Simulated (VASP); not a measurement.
Runs of VASP 6.6.1 on BN. The structure is that of space group P6_3mc (No. 186), or close to it. The cells are those of the table. 

```csv
level,cell,k mesh,cutoff (eV),grid for exact exchange (PRECFOCK),share of exact exchange,screening parameter,gap on the mesh (eV),pressure (GPa),largest force (eV/Å)
PBEsol,"a = 2.554, b = 2.554, c = 4.058 Å, angles 90.0, 90.0, 120.0°, 4 atoms",10 × 10 × 6,600,-,-,-,5.24,(b),0.20
PBEsol,"a = 2.554, b = 2.554, c = 4.142 Å, angles 90.0, 90.0, 120.0°, 4 atoms",10 × 10 × 6,600,-,-,-,(c),2.4,0.06
PBEsol,"a = 2.554, b = 2.554, c = 4.396 Å, angles 90.0, 90.0, 120.0°, 4 atoms",10 × 10 × 5,600,-,-,-,5.09,-18.4,0.14
PBEsol,"a = 2.554, b = 2.554, c = 4.185 Å, angles 90.0, 90.0, 120.0°, 4 atoms",10 × 10 × 6,600,-,-,-,5.18,(a),0.02
PBE-based screened hybrid with 25 % exact exchange,"a = 2.554, b = 2.554, c = 4.227 Å, angles 90.0, 90.0, 120.0°, 4 atoms",6 × 6 × 3,520,Normal,0.25,0.6 1/Å,5.79,-6.7,0.04
```

Alike in all rows: task single point; potentials or basis VASP PAW PBE potentials, release 64 (N, B); no spin polarisation; smearing fermi-dirac 0.05 eV.

Question: Fill in the values left out.

Answer: (a) -1.8; (b) 11.6; (c) 5.20.

Caveats: some runs use coarse meshes; the PAW data sets were made with another functional, which shifts forces and pressure a little; the stress differs along the axes, from -3 to 41 GPa (at least some runs); the stress differs along the axes, from -4 to 16 GPa (at least some runs); the stress differs along the axes, from -41 to -7 GPa (at least some runs); the stress differs along the axes, from -5 to 4 GPa (at least some runs).

A k mesh can miss the band edges.
